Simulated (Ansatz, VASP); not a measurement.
Two plane-wave programs on Zr

```
Zr
1.0
     0.00000    2.26093    2.26093
     2.26093    0.00000    2.26093
     2.26093    2.26093    0.00000
Zr
1
Direct
  0.00000 0.00000 0.00000
```

Alike in both runs: task single point; functional PBE; k mesh 20 × 20 × 20; occupations fermi-dirac, width 0.05 eV; collinear spin.

```csv
,VASP,Ansatz
version,VASP 6.6.1,Ansatz 0.2.0
potentials or method,"VASP PAW PBE potentials, release 64 (Zr_sv), cutoff 520 eV","plane waves (420 eV) with PAW, scalar-relativistic"
valence electrons in the cell,12,12
```

```tsv
	VASP	Ansatz	Ansatz less VASP
net moment per atom (μB)	0.00	0.00	0.000
```

The functional is the same, so the differences come from potentials, cutoffs and numerics. Ansatz's warnings: seeded moment not kept.
